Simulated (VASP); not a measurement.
# ZnO (P6_3mc) in VASP: further runs

Runs on ZnO. Level: PBE+D4. Tasks: single point.

Everything below comes from runs of VASP 6.6.1. Logs are shortened: lines on timing, memory, paths and dates and some standing lists are left out, and cuts for length are marked.

**The experiment to reproduce.**

“Electronic structure of alkaline earth and post-transition metal oxides”, 2009, arxiv:0908.1581 quotes, for a bulk crystal of ZnO: band gap 3.37 eV.

The results are compared with them further down.

**1. The cell of the first run**

It takes space group P6_3mc (No. 186, hexagonal). Conventional cell: a = 3.242 Å, b = 3.242 Å, c = 5.228 Å, α = 90.00°, β = 90.00°, γ = 120.00°. Within 2.6 Å of Zn (site symmetry 3m) lie 4 O at 1.98 Å. O (site symmetry 3m) has 4 Zn at 1.98 Å within 2.6 Å.

**2. Single point, PBE+D4**

File INCAR:

```
PREC     = Accurate       # precision mode
ENCUT    = 520            # plane-wave cutoff, eV
EDIFF    = 1E-6           # SCF threshold, eV
ISMEAR   = 0              # smearing method
SIGMA    = 0.05           # smearing width, eV
LREAL    = F              # projectors in reciprocal space
LASPH    = T              # aspherical terms in the spheres
NELM     = 100            # most SCF steps
ALGO     = Normal         # electronic algorithm
ISIF     = 2              # what is computed and relaxed
LWAVE    = F              # write WAVECAR
LCHARG   = F              # write CHGCAR
GGA      = PE             # functional
IVDW     = 13             # dispersion correction
NBANDS   = 26             # bands
```

File KPOINTS:

```
regular mesh
0
Gamma
  8 8 6
```

File POSCAR:

```
ZnO
1.0
    3.2419811861      0.0000000000      0.0000000000
   -1.6209905930      2.8076380657      0.0000000000
    0.0000000000      0.0000000000      5.2276401393
Zn O
2 2
Direct
    0.3333333333      0.6666666667      0.0014489168
    0.6666666667      0.3333333333      0.5014489168
    0.3333333333      0.6666666667      0.3806510832
    0.6666666667      0.3333333333      0.8806510832
```

Potentials or basis: VASP PAW PBE potentials, release 64 (Zn, O).

Command:

```
> cat potpaw_PBE.64/Zn/POTCAR potpaw_PBE.64/O/POTCAR > POTCAR
> mpirun -np 1 vasp_std > vasp.out
```

OUTCAR:

```text
PREC = Accurate
   ENCUT = 520
   EDIFF = 1E-6
   ISMEAR = 0
   LREAL = F
   LASPH = T
   NELM = 100
   ISIF = 2
   GGA = PE
   IVDW = 13

 ion  position               nearest neighbor table
   1  0.333  0.667  0.001-   4 1.98   4 1.98   4 1.98   3 1.98
   2  0.667  0.333  0.501-   3 1.98   3 1.98   3 1.98   4 1.98
   3  0.333  0.667  0.381-   2 1.98   2 1.98   2 1.98   1 1.98
   4  0.667  0.333  0.881-   1 1.98   1 1.98   1 1.98   2 1.98

  LATTYP: Found a hexagonal cell.
 ALAT       =     3.2419811861
 C/A-ratio  =     1.6124831821

  Lattice vectors:

 A1 = (   3.2419811861,   0.0000000000,   0.0000000000)
 A2 = (  -1.6209905930,   2.8076380657,   0.0000000000)
 A3 = (   0.0000000000,   0.0000000000,   5.2276401393)

Analysis of symmetry for initial positions (statically):
=====================================================================
 Subroutine PRICEL returns:
 Original cell was already a primitive cell.

 Routine SETGRP: Setting up the symmetry group for a
 hexagonal supercell.

 Subroutine GETGRP returns: Found 12 space group operations
 (whereof  6 operations were pure point group operations)
 out of a pool of 24 trial point group operations.

The static configuration has the point symmetry C_3v.
 The point group associated with its full space group is C_6v.

Analysis of symmetry for dynamics (positions and initial velocities):
=====================================================================
 Subroutine PRICEL returns:
 Original cell was already a primitive cell.

 Routine SETGRP: Setting up the symmetry group for a
 hexagonal supercell.

 Subroutine GETGRP returns: Found 12 space group operations
 (whereof  6 operations were pure point group operations)
 out of a pool of 24 trial point group operations.

The dynamic configuration has the point symmetry C_3v.
 The point group associated with its full space group is C_6v.

 Subroutine INISYM returns: Found 12 space group operations
 (whereof  6 operations are pure point group operations),
 and found     1 'primitive' translations

----------------------------------------------------------------------------------------

                                     Primitive cell

  volume of cell :      47.5836

  direct lattice vectors                    reciprocal lattice vectors
     3.241981186  0.000000000  0.000000000     0.308453363  0.178085632  0.000000000
    -1.620990593  2.807638066  0.000000000     0.000000000  0.356171264  0.000000000
     0.000000000  0.000000000  5.227640139     0.000000000  0.000000000  0.191290902

  length of vectors
     3.241981186  3.241981186  5.227640139     0.356171264  0.356171264  0.191290902

  position of ions in fractional coordinates (direct lattice)
     0.333333333  0.666666667  0.001448917
     0.666666667  0.333333333  0.501448917
     0.333333333  0.666666667  0.380651083
     0.666666667  0.333333333  0.880651083

  ion indices of the primitive-cell ions
   primitive index   ion index
                 1           1
                 2           2
                 3           3
                 4           4

----------------------------------------------------------------------------------------

 KPOINTS: regular mesh

Automatic generation of k-mesh.
 Grid dimensions read from file:
 generate k-points for:    8    8    6

 Generating k-lattice:

  Cartesian coordinates                     Fractional coordinates (reciprocal lattice)
     0.038556670  0.022260704  0.000000000     0.125000000  0.000000000  0.000000000
     0.000000000  0.044521408  0.000000000     0.000000000  0.125000000  0.000000000
     0.000000000  0.000000000  0.031881817     0.000000000  0.000000000  0.166666667

  Length of vectors
     0.044521408  0.044521408  0.031881817

  Shift w.r.t. Gamma in fractional coordinates (k-lattice)
     0.000000000  0.000000000  0.000000000

 Subroutine IBZKPT returns following result:
 ===========================================

 Found     40 irreducible k-points:

 Following reciprocal coordinates:
            Coordinates               Weight
  0.000000  0.000000  0.000000      1.000000
  0.125000 -0.000000  0.000000      6.000000
  0.250000 -0.000000  0.000000      6.000000
  0.375000  0.000000  0.000000      6.000000
  0.500000 -0.000000  0.000000      3.000000
  0.125000  0.125000  0.000000      6.000000
[... 16 lines left out ...]
  0.250000 -0.000000  0.333333     12.000000
  0.375000  0.000000  0.333333     12.000000
 [... further k-points ...]
   k-points           NKPTS =     40   k-points in BZ     NKDIM =     40   number of bands    NBANDS=     26
   number of dos      NEDOS =    301   number of ions     NIONS =      4
   total plane-waves  NPLWV =  23040
   dimension x,y,z NGX =    24 NGY =   24 NGZ =   40
   dimension x,y,z NGXF=    48 NGYF=   48 NGZF=   80
   ions per type =               2   2
   NGX,Y,Z   is equivalent  to a cutoff of  12.31, 12.31, 12.72 a.u.
   NGXF,Y,Z  is equivalent  to a cutoff of  24.61, 24.61, 25.44 a.u.
 SYSTEM =  unknown system
   PREC   = accura    normal or accurate (medium, high low for compatibility)
   ISTART =      0    job   : 0-new  1-cont  2-samecut
   ICHARG =      2    charge: 1-file 2-atom 10-const
   ISPIN  =      1    spin polarized calculation?
   LNONCOLLINEAR =      F non collinear calculations
   LSORBIT =      F    spin-orbit coupling
   LASPH  =      T    aspherical Exc in radial PAW
   ENCUT  =  520.0 eV  38.22 Ry    6.18 a.u.   6.03  6.03  9.72*2*pi/ulx,y,z
   NELM   =    100;   NELMIN=  2; NELMDL= -5     # of ELM steps
   EDIFF  = 0.1E-05   stopping-criterion for ELM
   LREAL  =      F    real-space projection
   EDIFFG = 0.1E-04   stopping-criterion for IOM
   NSW    =      0    number of steps for IOM
   IBRION =     -1    ionic relax: 0-MD 1-quasi-New 2-CG
   NFREE  =      0    steps in history (QN), initial steepest desc. (CG)
   ISIF   =      2    stress and relaxation
   ISYM   =      2    0-nonsym 1-usesym 2-fastsym
   POTIM  = 0.5000    time-step for ionic-motion
   TEBEG  =    0.0;   TEEND  =   0.0 temperature during run
   PSTRESS=    0.0 pullay stress
   NELECT =      36.0000    total number of electrons
   NUPDOWN=      -1.0000    fix difference up-down
   EMIN   =  10.00;   EMAX   =-10.00  energy-range for DOS
   EFERMI =   0.00;   METHOD = LEGACY
   ISMEAR =     0;   SIGMA  =   0.05  broadening in eV -4-tet -1-fermi 0-gaus
   EFERMI_NEDOS =   21; number of points for ismear=-14 and -15
   IALGO  =     38    algorithm
   IMIX   =      4    mixing-type and parameters
     AMIX     =   0.40;   BMIX     =  1.00
     AMIX_MAG =   1.60;   BMIX_MAG =  1.00
  volume/ion in A,a.u.               =      11.90        80.28
  Fermi-wavevector in a.u.,A,eV,Ry     =   1.491729  2.818959 30.276433  2.225255
  Thomas-Fermi vector in A             =   2.604347
   LORBIT       =      0    0 simple, 1 ext, 2 COOP (PROOUT), +10 PAW based schemes
   GGA     = PE    functional components
   LHFCALC =     F    Hartree Fock is set to
   AEXX    =    0.0000 exact exchange contribution
   IVDW    =    13    specifies the selected vdW correction
   LEPSILON=     F    determine dielectric tensor
   LRPA    =     F    only Hartree local field effects (RPA)
 non-spin polarized calculation
 Gauss-broadening in eV      SIGMA  =   0.05
  energy-cutoff  :      520.00
  volume of cell :       47.58
 maximum number of plane-waves:      1300
   NGX = 13   NGY = 13   NGZ = 19

 number of electron      36.0000028 magnetization

 Free energy of the ion-electron system (eV)
  ---------------------------------------------------
  ext. energy  EPLUGINS =         0.00000000
  ---------------------------------------------------
  free energy    TOTEN  =       -17.82279806 eV

  energy without entropy =      -17.82279806  energy(sigma->0) =      -17.82279806

 E-fermi :   1.4449     XC(G=0): -10.9135

 val. band max:        1.2106526144   @ k =   0.0000   0.0000   0.0000
 cond. band min:       1.9918940986   @ k =   0.0000   0.0000   0.0000
 fundamental gap:      0.7812414842
 Fermi energy:         1.4448878274

 k-point     1 :       0.0000    0.0000    0.0000
  band No.  band energies     occupation
      1     -16.8873      2.00000
      2     -16.1658      2.00000
      3      -4.4906      2.00000
      4      -4.4906      2.00000
      5      -4.4452      2.00000
      6      -4.4385      2.00000
[... 18 lines left out ...]
     25      15.3769      0.00000
     26      15.3770      0.00000

 k-point     2 :       0.1250   -0.0000    0.0000
  band No.  band energies     occupation
      1     -16.8025      2.00000
      2     -16.1284      2.00000
      3      -4.5864      2.00000
      4      -4.4419      2.00000
      5      -4.3978      2.00000
      6      -4.3394      2.00000
[... 18 lines left out ...]
     25      15.3814      0.00000
     26      15.5384      0.00000

 k-point     3 :       0.2500   -0.0000    0.0000
  band No.  band energies     occupation
      1     -16.5834      2.00000
      2     -16.0446      2.00000
      3      -4.7505      2.00000
      4      -4.4059      2.00000
      5      -4.3363      2.00000
      6      -4.2168      2.00000
[... 18 lines left out ...]
     25      14.5831      0.00000
     26      15.4159      0.00000

 k-point     4 :       0.3750    0.0000    0.0000
  band No.  band energies     occupation
      1     -16.3307      2.00000
      2     -15.9835      2.00000
      3      -4.7940      2.00000
      4      -4.4672      2.00000
      5      -4.2573      2.00000
      6      -4.0056      2.00000
[... 18 lines left out ...]
     25      14.5584      0.00000
     26      15.3548      0.00000

 k-point     5 :       0.5000   -0.0000    0.0000
  band No.  band energies     occupation
      1     -16.2009      2.00000
      2     -15.9799      2.00000
      3      -4.7231      2.00000
      4      -4.5318      2.00000
      5      -4.2341      2.00000
      6      -3.8534      2.00000
[... 18 lines left out ...]
     25      14.4101      0.00000
     26      15.4657      0.00000

 k-point     6 :       0.1250    0.1250    0.0000
  band No.  band energies     occupation
      1     -16.6501      2.00000
      2     -16.0679      2.00000
      3      -4.6676      2.00000
      4      -4.4580      2.00000
      5      -4.3273      2.00000
      6      -4.2927      2.00000
[... 427 lines left out ...]
 k-point    21 :       0.0000    0.0000    0.3333
  band No.  band energies     occupation
      1     -16.7144      2.00000
      2     -16.3536      2.00000
      3      -4.6887      2.00000
      4      -4.6135      2.00000
      5      -4.4606      2.00000
      6      -4.4606      2.00000
[... 18 lines left out ...]
     25      14.7733      0.00000
     26      14.7733      0.00000

 k-point    22 :       0.1250   -0.0000    0.3333
  band No.  band energies     occupation
      1     -16.6393      2.00000
      2     -16.3022      2.00000
      3      -4.7098      2.00000
      4      -4.6824      2.00000
      5      -4.4063      2.00000
      6      -4.4006      2.00000
[... 18 lines left out ...]
     25      14.3313      0.00000
     26      14.8944      0.00000

 k-point    23 :       0.2500   -0.0000    0.3333
  band No.  band energies     occupation
      1     -16.4494      2.00000
      2     -16.1796      2.00000
      3      -4.8430      2.00000
      4      -4.7272      2.00000
      5      -4.2792      2.00000
      6      -4.2577      2.00000
[... 18 lines left out ...]
     25      14.6258      0.00000
     26      15.0156      0.00000

 k-point    24 :       0.3750    0.0000    0.3333
  band No.  band energies     occupation
      1     -16.2396      2.00000
      2     -16.0655      2.00000
      3      -4.8992      2.00000
      4      -4.7737      2.00000
      5      -4.1661      2.00000
      6      -4.0656      2.00000
[... 18 lines left out ...]
     25      14.7067      0.00000
     26      15.1084      0.00000

 [... further k-points ...]

------------------------ aborting loop because EDIFF is reached ----------------------------------------

  DFT-D4 for vdW energy calculation

  Edisp (eV):   -0.95474

  FORCE on cell =-STRESS in cart. coord.  units (eV):
  Direction    XX          YY          ZZ          XY          YZ          ZX
  --------------------------------------------------------------------------------------
  -------------------------------------------------------------------------------------
  Total       0.75512     0.75512     0.80341     0.00000    -0.00000     0.00000
  in kB      25.42561    25.42561    27.05152     0.00000    -0.00000     0.00000
  external pressure =       25.97 kB  Pullay stress =        0.00 kB

 VOLUME and BASIS-vectors are now :
 -----------------------------------------------------------------------------
  energy-cutoff  :      520.00
  volume of cell :       47.58
      direct lattice vectors                 reciprocal lattice vectors
     3.241981186  0.000000000  0.000000000     0.308453363  0.178085632  0.000000000
    -1.620990593  2.807638066  0.000000000     0.000000000  0.356171264  0.000000000
     0.000000000  0.000000000  5.227640139     0.000000000  0.000000000  0.191290902

 POSITION                                       TOTAL-FORCE (eV/Angst)
 -----------------------------------------------------------------------------------
     -0.00000      1.87176      0.00757         0.000000     -0.000000     -0.000066
      1.62099      0.93588      2.62139        -0.000000      0.000000     -0.000066
     -0.00000      1.87176      1.98991         0.000000      0.000000      0.000066
      1.62099      0.93588      4.60373         0.000000      0.000000      0.000066
 -----------------------------------------------------------------------------------
    total drift:                               -0.000001     -0.000001      0.002050

  FREE ENERGIE OF THE ION-ELECTRON SYSTEM (eV)
  ---------------------------------------------------
  free  energy   TOTEN  =       -18.7775337571 eV

  energy  without entropy=      -18.7775337571  energy(sigma->0) =      -18.77753376
```

It took 16 s on 1 thread of Intel Xeon 6975P-C (Granite Rapids), shared host; peak memory 0.18 GiB.

Results:

```yaml
Free_energy: -18.7775 eV
Pressure: 2.6 GPa
Band_gap_on_the_k_mesh: 0.78 eV, direct
Dispersion_energy_per_atom: -0.239 eV
```

Stress tensor (GPa, compression positive):
```
2.54 0.00 0.00
0.00 2.54 0.00
0.00 0.00 2.71
```

(Continued in part 2 of 2.)
